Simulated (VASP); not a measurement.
# Mg (P6_3/mmc) in VASP: elastic constants with r2SCAN

Aim: the elastic constants of Mg with r2SCAN.

Program: VASP 6.6.1. These are calculated values, not measurements. Logs are shortened: lines on timing, memory, paths and dates and some standing lists are left out, and cuts for length are marked.

## Step 1: The cell of the first run

It takes space group P6_3/mmc (No. 194, hexagonal). Conventional cell: a = 3.191 Å, b = 3.191 Å, c = 5.130 Å, α = 90.00°, β = 90.00°, γ = 120.00°. Mg (site symmetry -6m2) has 12 Mg at 3.16 to 3.19 Å within 4.2 Å.

## Step 2: Elastic constants, r2SCAN

INCAR

```
SYSTEM = Mg
PREC = Accurate ; ENCUT = 660
EDIFF = 1E-8 ; ISMEAR = -1
SIGMA = 0.15 ; LREAL = .False.
LASPH = .True. ; NELM = 120
ALGO = Normal ; ISIF = 3
LWAVE = .False. ; LCHARG = .False.
METAGGA = R2SCAN ; LMIXTAU = .True.
IBRION = 6 ; NFREE = 2
POTIM = 0.015 ; NSW = 1
GGA_COMPAT = .False. ; KPAR = 4
```

KPOINTS

```
Automatic mesh
0
Gamma
  15 15 8
  0 0 0
```

POSCAR

```
Mg
1.0
    3.1906138257      0.0000000000      0.0000000000
   -1.5953069128      2.7631526267      0.0000000000
    0.0000000000      0.0000000000      5.1299160606
Mg
2
Direct
    0.3333333333      0.6666666667      0.2500000000
    0.6666666667      0.3333333333      0.7500000000
```

Potentials or basis: VASP PAW PBE potentials, release 64 (Mg).

Command:

```bash
cat potpaw_PBE.64/Mg/POTCAR > POTCAR
mpirun -np 4 vasp_std > vasp.out
```

OUTCAR:

```text
SYSTEM = Mg
   PREC = Accurate
   ENCUT = 660
   EDIFF = 1E-8
   ISMEAR = -1
   LREAL = .False.
   LASPH = .True.
   NELM = 120
   ISIF = 3
   METAGGA = R2SCAN
   IBRION = 6
   NFREE = 2
   POTIM = 0.015
   NSW = 1

 ion  position               nearest neighbor table
   1  0.333  0.667  0.250-   2 3.16   2 3.16   2 3.16   2 3.16   2 3.16   2 3.16
   2  0.667  0.333  0.750-   1 3.16   1 3.16   1 3.16   1 3.16   1 3.16   1 3.16

  LATTYP: Found a hexagonal cell.
 ALAT       =     3.1906138257
 C/A-ratio  =     1.6078147782

  Lattice vectors:

 A1 = (   3.1906138257,   0.0000000000,   0.0000000000)
 A2 = (  -1.5953069128,   2.7631526267,   0.0000000000)
 A3 = (   0.0000000000,   0.0000000000,   5.1299160606)

Analysis of symmetry for initial positions (statically):
=====================================================================
 Subroutine PRICEL returns:
 Original cell was already a primitive cell.

 Routine SETGRP: Setting up the symmetry group for a
 hexagonal supercell.

 Subroutine GETGRP returns: Found 24 space group operations
 (whereof 12 operations were pure point group operations)
 out of a pool of 24 trial point group operations.

The static configuration has the point symmetry D_3d.
 The point group associated with its full space group is D_6h.

Analysis of symmetry for dynamics (positions and initial velocities):
=====================================================================
 Subroutine PRICEL returns:
 Original cell was already a primitive cell.

 Routine SETGRP: Setting up the symmetry group for a
 hexagonal supercell.

 Subroutine GETGRP returns: Found 24 space group operations
 (whereof 12 operations were pure point group operations)
 out of a pool of 24 trial point group operations.

The dynamic configuration has the point symmetry D_3d.
 The point group associated with its full space group is D_6h.

 Subroutine INISYM returns: Found 24 space group operations
 (whereof 12 operations are pure point group operations),
 and found     1 'primitive' translations

----------------------------------------------------------------------------------------

                                     Primitive cell

  volume of cell :      45.2261

  direct lattice vectors                    reciprocal lattice vectors
     3.190613826  0.000000000  0.000000000     0.313419315  0.180952726  0.000000000
    -1.595306913  2.763152627  0.000000000     0.000000000  0.361905452  0.000000000
     0.000000000  0.000000000  5.129916061     0.000000000  0.000000000  0.194934963

  length of vectors
     3.190613826  3.190613826  5.129916061     0.361905452  0.361905452  0.194934963

  position of ions in fractional coordinates (direct lattice)
     0.333333333  0.666666667  0.250000000
     0.666666667  0.333333333  0.750000000

  ion indices of the primitive-cell ions
   primitive index   ion index
                 1           1
                 2           2

----------------------------------------------------------------------------------------

 KPOINTS: Automatic mesh

Automatic generation of k-mesh.
 Grid dimensions read from file:
 generate k-points for:   15   15    8

 Generating k-lattice:

  Cartesian coordinates                     Fractional coordinates (reciprocal lattice)
     0.020894621  0.012063515  0.000000000     0.066666667 -0.000000000  0.000000000
     0.000000000  0.024127030  0.000000000     0.000000000  0.066666667  0.000000000
     0.000000000  0.000000000  0.024366870     0.000000000  0.000000000  0.125000000

  Length of vectors
     0.024127030  0.024127030  0.024366870

  Shift w.r.t. Gamma in fractional coordinates (k-lattice)
     0.000000000  0.000000000  0.000000000

 Subroutine IBZKPT returns following result:
 ===========================================

 Found    135 irreducible k-points:

 Following reciprocal coordinates:
            Coordinates               Weight
  0.000000  0.000000  0.000000      1.000000
[... 65 lines left out ...]
  Thomas-Fermi vector in A             =   1.821111
   LORBIT       =      0    0 simple, 1 ext, 2 COOP (PROOUT), +10 PAW based schemes
   METAGGA = R2SCAN    functional components
   LHFCALC =     F    Hartree Fock is set to
   AEXX    =    0.0000 exact exchange contribution
   IVDW    =     0    specifies the selected vdW correction
   LEPSILON=     F    determine dielectric tensor
   LRPA    =     F    only Hartree local field effects (RPA)
 finite differences with symmetry
 non-spin polarized calculation
  energy-cutoff  :      660.00
  volume of cell :       45.23
 maximum number of plane-waves:      1765
 NGX is ok and might be reduce to    28
   NGX = 13   NGY = 13   NGZ = 21

--------------------------------------- Ionic step        1  -------------------------------------------

 number of electron       4.0000000 magnetization

 Free energy of the ion-electron system (eV)
  ---------------------------------------------------
  ext. energy  EPLUGINS =         0.00000000
  ---------------------------------------------------
  free energy    TOTEN  =        -8.32477217 eV

  energy without entropy =       -8.27119040  energy(sigma->0) =       -8.29798129

------------------------ aborting loop because EDIFF is reached ----------------------------------------

  FORCE on cell =-STRESS in cart. coord.  units (eV):
  Direction    XX          YY          ZZ          XY          YZ          ZX
  --------------------------------------------------------------------------------------
  -------------------------------------------------------------------------------------
  Total       -0.0761129     -0.0761129     -0.0773566     -0.0000000      0.0000000      0.0000000
  in kB       -2.6963701     -2.6963701     -2.7404278     -0.0000000      0.0000000      0.0000000
  external PRESSURE =      -2.7110560 kB  Pullay stress =       0.0000000 kB
[... 89 lines left out ...]
  FREE ENERGIE OF THE ION-ELECTRON SYSTEM (eV)
  ---------------------------------------------------
  free  energy   TOTEN  =        -8.3234478816 eV

  energy  without entropy=       -8.2698211309  energy(sigma->0) =       -8.29663451

[... ionic steps 4 to 14 ...]

--------------------------------------- Ionic step       15  -------------------------------------------

 number of electron       4.0000000 magnetization

------------------------ aborting loop because EDIFF is reached ----------------------------------------
[... 67 lines left out ...]
--------------------------------------- Ionic step       17  -------------------------------------------

 number of electron       4.0000000 magnetization

 Free energy of the ion-electron system (eV)
  ---------------------------------------------------
  ext. energy  EPLUGINS =         0.00000000
  ---------------------------------------------------
  free energy    TOTEN  =        -8.32442134 eV

  energy without entropy =       -8.27084436  energy(sigma->0) =       -8.29763285

 E-fermi :   2.7260     XC(G=0):  -9.0884

 val. band max:        2.7236354092   @ k =   0.3333   0.1333   0.0000
 cond. band min:       2.7334236121   @ k =   0.2000   0.0667   0.0000
 fundamental gap:      0.0097882030
 Fermi energy:         2.7260156177

 k-point     1 :       0.0000    0.0000    0.0000
  band No.  band energies     occupation
      1      -4.7313      2.00000
      2       0.8505      1.99999
      3       1.6242      1.99871
      4      14.4078      0.00000
      5      14.4078      0.00000
      6      14.5728      0.00000
[... 199 lines left out ...]
 k-point    24 :       0.4000    0.2000    0.0000
  band No.  band energies     occupation
      1       0.8969      1.99999
      2       1.0644      1.99997
      3       4.6994      0.00000
      4       6.1473      0.00000
      5       6.4691      0.00000
      6       6.9185      0.00000

 [... further k-points ...]

------------------------ aborting loop because EDIFF is reached ----------------------------------------

  FORCE on cell =-STRESS in cart. coord.  units (eV):
  Direction    XX          YY          ZZ          XY          YZ          ZX
  --------------------------------------------------------------------------------------
  -------------------------------------------------------------------------------------
  Total       -0.0755326     -0.0755326     -0.0756632     -0.0000000      0.0000000      0.0000000
  in kB       -2.6758117     -2.6758117     -2.6804385     -0.0000000      0.0000000      0.0000000
  external PRESSURE =      -2.6773540 kB  Pullay stress =       0.0000000 kB
[... 17 lines left out ...]
  FREE ENERGIE OF THE ION-ELECTRON SYSTEM (eV)
  ---------------------------------------------------
  free  energy   TOTEN  =        -8.3244213432 eV

  energy  without entropy=       -8.2708443647  energy(sigma->0) =       -8.29763285

 INTERNAL STRAIN TENSORS FROM STRAINED CELLS
 ============================================

 INTERNAL STRAIN TENSOR FOR ION    1 for displacements in x,y,z  (eV/Angst):
          X           Y           Z          XY          YZ          ZX
  --------------------------------------------------------------------------------
  x    -0.00000     0.00000     0.00000    -1.04666    -0.00000    -0.00000
  y    -1.05810     1.06281     0.00000    -0.00003    -0.00000    -0.00001
  z     0.00000    -0.00000    -0.00000     0.00000     0.00762     0.00000

 INTERNAL STRAIN TENSORS FROM DISPLACED ATOMS
 ============================================

 INTERNAL STRAIN TENSOR FOR ION    1 for displacements in x,y,z  (eV/Angst):
          X           Y           Z          XY          YZ          ZX
  --------------------------------------------------------------------------------
  x    -0.00000     0.00000     0.00000    -1.05924     0.00000     0.00000
  y    -1.05924     1.05924    -0.00000     0.00000     0.00000     0.00000
  z    -0.00000    -0.00000     0.00000     0.00000    -0.00000     0.00000

 INTERNAL STRAIN TENSOR FOR ION    2 for displacements in x,y,z  (eV/Angst):
          X           Y           Z          XY          YZ          ZX
  --------------------------------------------------------------------------------
  x     0.00000    -0.00000    -0.00000     1.05924     0.00000     0.00000
  y     1.05924    -1.05924     0.00000    -0.00000     0.00000     0.00000
  z     0.00000     0.00000     0.00000     0.00000     0.00000     0.00000

 Eigenvectors and eigenvalues of the dynamical matrix
 ----------------------------------------------------

   1 f  =    7.919434 THz    49.759270 2PiTHz  264.163879 cm-1    32.752132 meV
             X         Y         Z           dx          dy          dz
     -0.000000  1.842102  1.282479    -0.000000    0.000000   -0.707107
      1.595307  0.921051  3.847437     0.000000    0.000000    0.707107
[... 11 lines left out ...]
   4 f  =    0.000000 THz     0.000000 2PiTHz    0.000000 cm-1     0.000000 meV
             X         Y         Z           dx          dy          dz
     -0.000000  1.842102  1.282479     0.000000    0.000000    0.707107
      1.595307  0.921051  3.847437    -0.000000    0.000000    0.707107

   5 f/i=    0.000000 THz     0.000000 2PiTHz    0.000001 cm-1     0.000000 meV
             X         Y         Z           dx          dy          dz
     -0.000000  1.842102  1.282479    -0.100081   -0.699988   -0.000000
      1.595307  0.921051  3.847437    -0.100081   -0.699988    0.000000

   6 f/i=    0.000000 THz     0.000000 2PiTHz    0.000002 cm-1     0.000000 meV
             X         Y         Z           dx          dy          dz
     -0.000000  1.842102  1.282479    -0.699988    0.100081   -0.000000
      1.595307  0.921051  3.847437    -0.699988    0.100081    0.000000

--------------------------------------------------------------------------------------------------------

 ELASTIC MODULI CONTR FROM IONIC RELAXATION (kBar)
 Direction    XX          YY          ZZ          XY          YZ          ZX
 --------------------------------------------------------------------------------
 XX         -48.6624     48.6624     -0.0000     -0.0000     -0.0000      0.0000
 YY          48.6624    -48.6624      0.0000     -0.0000     -0.0000      0.0000
 ZZ          -0.0000      0.0000     -0.0000      0.0000      0.0000      0.0000
 XY          -0.0000     -0.0000      0.0000    -48.6624      0.0000      0.0000
 YZ          -0.0000     -0.0000      0.0000     -0.0000     -0.0000      0.0000
 ZX           0.0000      0.0000      0.0000      0.0000      0.0000      0.0000
 --------------------------------------------------------------------------------

 TOTAL ELASTIC MODULI (kBar)
 Direction    XX          YY          ZZ          XY          YZ          ZX
 --------------------------------------------------------------------------------
 XX         710.5317    272.9259    192.1105      0.0000     -0.0000      0.0000
 YY         272.9259    710.5317    192.1105      0.0000     -0.0000     -0.0000
 ZZ         192.1105    192.1105    799.4400      0.0000      0.0000      0.0000
 XY           0.0000      0.0000      0.0000    218.8029     -0.0000      0.0000
 YZ          -0.0000     -0.0000      0.0000     -0.0000    218.8317      0.0000
 ZX           0.0000      0.0000      0.0000      0.0000      0.0000    218.8317
 --------------------------------------------------------------------------------
```

Wall time 15 min (4 MPI ranks of Intel Xeon 6975P-C (Granite Rapids), shared host); peak memory 0.53 GiB.

What came out:

| Item | Value |
| --- | --- |
| Voigt bulk modulus | 39 GPa |
| Highest phonon frequency at Γ | 264 cm⁻¹ |

Phonon frequencies in cm⁻¹ (negative: imaginary):
```tsv
q point	frequencies
(0.000, 0.000, 0.000)	0 0 0 135 135 264
```

Elastic tensor in Voigt notation (GPa, in the Cartesian axes of the cell as first typed):
```
71 27 19  0  0  0
27 71 19  0  0  0
19 19 80  0  0  0
 0  0  0 22  0  0
 0  0  0  0 22  0
 0  0  0  0  0 22
```

Clamped-ion elastic tensor (GPa):
```
76 22 19  0  0  0
22 76 19  0  0  0
19 19 80  0  0  0
 0  0  0 22  0  0
 0  0  0  0 22  0
 0  0  0  0  0 27
```

Caveat: the PAW data sets were made with another functional, which shifts forces and pressure a little.
